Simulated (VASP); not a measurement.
## TiB2 (TiB2 (P6/mmm)): relaxation of cell and atoms with PBE

TiB2 (TiB2 (P6/mmm)):

```xyz
3
Lattice="3.0259 0.0000 0.0000 -1.5130 2.6205 0.0000 0.0000 0.0000 3.2288" Properties=species:S:1:pos:R:3 pbc="T T T"
Ti    0.0000    0.0000    0.0000
B     0.0000    1.7470    1.6144
B     1.5130    0.8735    1.6144
```

```json
{
  "Program": "VASP 6.6.1",
  "Task": "relaxation of cell and atoms",
  "Functional": "PBE",
  "Potentials or basis": "VASP PAW PBE potentials, release 64 (Ti_sv, B)",
  "Cutoff": "600 eV",
  "k mesh": "15 × 15 × 12",
  "Occupations": "methfessel-paxton, width 0.1 eV",
  "Spin": "no spin polarisation",
  "Dipole correction": "no",
  "Further INCAR settings": "ALGO = Normal; EDIFF = 1e-06; IBRION = 2; EDIFFG = -0.005; NSW = 80; ISIF = 3"
}
```

```yaml
Relaxed_volume: 8.56 Å³/atom
Relaxed_cell: a = 3.032 Å, b = 3.032 Å, c = 3.225 Å, α = 90.00°, β = 90.00°, γ = 120.00°
Space_group_after_relaxing_to_0.05_Å: P6/mmm (No. 191)
Energy_gained_by_relaxing: 0.2 meV/atom
Ionic_steps: 5
Pressure_after_relaxing: 0.0 GPa
Band_gap_on_the_k_mesh: zero (band 9 reaches 10.39 eV, above the bottom of band 10 at 9.80 eV)
```

The path:
```
step  energy change (eV)  largest force (eV/Å)  pressure (GPa)  volume (Å³)
   1              0.0000                0.0000            0.94        25.60
   2             -0.0001                0.0000           -1.00        25.79
   3             -0.0004                0.0000           -0.20        25.70
   4             -0.0004                0.0000           -0.12        25.70
   5             -0.0005                0.0000            0.03        25.68
```

Final structure:
```yaml
crystal:
  lattice:
    - [3.03208, 0.00000, 0.00000]
    - [-1.51604, 2.62586, 0.00000]
    - [0.00000, 0.00000, 3.22533]
  atoms:
    - { symbol: Ti, position: [0.00000, 0.00000, 0.00000] }
    - { symbol: B, position: [0.33333, 0.66667, 0.50000] }
    - { symbol: B, position: [0.66667, 0.33333, 0.50000] }
```

Levels at points of the mesh, in eV from the Fermi level:
| k point | band 7 | band 8 | band 9 | band 10 | band 11 | band 12 |
| --- | --- | --- | --- | --- | --- | --- |
| (0.00, 0.00, 0.00) | -2.64 | -2.34 | -2.14 | 1.85 | 1.85 | 3.63 |
| (0.00, 0.00, 0.50) | -0.59 | -0.59 | -0.22 | -0.22 | 0.41 | 0.41 |

It took 5 min on 1 thread of AMD EPYC 7R43 64-Core Processor (Zen 3) (shared host), peak memory 0.18 GiB.
